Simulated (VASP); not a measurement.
A run of VASP 6.6.1:

POSCAR

```
Bi2TeSe2
1.0
    6.5114151800      3.8469394800      0.0037199000
   -2.1243720900      3.7670915900      0.0428482800
    2.1250466300      1.3709644800      9.6504885500
Bi Se Te
4 4 2
Direct
    0.0958267147      0.4992873826      0.2214290697
    0.5959751218      0.9993649634      0.2211604552
    0.4078939621      0.0217621936      0.7924078676
    0.9078636270      0.5215808234      0.7925802514
    0.2900751481      0.5278580996      0.6434778332
    0.7898675856      0.0278763156      0.6436236491
    0.2133861748     -0.0073966206      0.3701528928
    0.7135185899      0.4927312767      0.3701034819
    1.0017598020      1.0099907557      0.0068507999
    0.5016702739      0.5102578100      1.0068336992
```

File INCAR.step1:

```
PREC = Accurate ; ENCUT = 520
ISMEAR = 0 ; SIGMA = 0.0237
LREAL = False ; LASPH = True
NELM = 100 ; NBANDS = 59
GGA = PE ; ALGO = Normal
EDIFF = 1E-4 ; LWAVE = True
LCHARG = False
```

File INCAR.step2:

```
PREC = Accurate ; ENCUT = 520
EDIFF = 1E-6 ; ISMEAR = 0
SIGMA = 0.0237 ; LREAL = False
LASPH = True ; NELM = 100
ALGO = Normal ; ISIF = 2
LWAVE = False ; LCHARG = False
METAGGA = R2SCAN ; LMIXTAU = True
NBANDS = 59 ; ISTART = 1
```

File KPOINTS:

```
Automatic mesh
0
Gamma
  3 4 2
  0.5 0 0
```

Potentials or basis: VASP PAW PBE potentials, release 64 (Bi_d, Se, Te).

Launch:

```console
$ cat potpaw_PBE.64/Bi_d/POTCAR potpaw_PBE.64/Se/POTCAR potpaw_PBE.64/Te/POTCAR > POTCAR
$ cp INCAR.step1 INCAR
$ mpirun -np 1 vasp_std > vasp.out
$ cp INCAR.step2 INCAR
$ mpirun -np 1 vasp_std > vasp.out
```

Hardware: 1 thread of Intel(R) Xeon(R) 6975P-C (Granite Rapids), on a shared host.

Question: Estimate the wall time of this run.

Answer: Run time: 7.8 min on 1 thread of Intel(R) Xeon(R) 6975P-C (Granite Rapids) (shared host), peak memory 0.52 GiB. Counts: k points 14.
